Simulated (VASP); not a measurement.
Write the native input for VASP 6.6.1 that does the following.

- Task: single point
- Functional: PBE
- Potentials or basis: VASP PAW PBE potentials, release 64 (Cs_sv, I)
- Cutoff: 500 eV
- k mesh: 4 × 4 × 4
- Occupations: gaussian, width 0.01 eV
- Spin: no spin polarisation
- Dipole correction: no
- Further INCAR settings: ALGO = Normal; EDIFF = 1e-06; NBANDS = 15

The structure of CsI lies in POSCAR:

```
CsI
1.0
    4.6080831759      0.0000000000      0.0000000000
    0.0000000000      4.6080831759      0.0000000000
    0.0000000000      0.0000000000      4.6080831759
Cs I
1 1
Direct
    0.0000000000      0.0000000000      0.0000000000
    0.5000000000      0.5000000000      0.5000000000
```

One way to write it, as run:

INCAR

```
PREC = Accurate ; ENCUT = 500
EDIFF = 1E-6 ; ISMEAR = 0
SIGMA = 0.01 ; LREAL = F
LASPH = T ; NELM = 120
ALGO = Normal ; ISIF = 2
LWAVE = F ; LCHARG = T
GGA = PE ; LELF = T
LVHAR = T ; NBANDS = 15
GGA_COMPAT = F
```

KPOINTS

```
Automatic mesh
0
Gamma
  4 4 4
```

Potentials or basis: VASP PAW PBE potentials, release 64 (Cs_sv, I).

Launch:

```bash
$ cat potpaw_PBE.64/Cs_sv/POTCAR potpaw_PBE.64/I/POTCAR > POTCAR
$ mpirun -np 1 vasp_std > vasp.out
```

It gave:

```json
{"Pressure": "0.5 GPa", "Band gap on the k mesh": "3.79 eV, indirect (least direct gap 3.88 eV)"}
```

Caveat: spin-orbit coupling is left out, which moves the levels of the heavy elements.

Wall time 24 s on 1 thread of Intel Xeon 8259CL, on a shared host, peak memory 0.2 GiB.
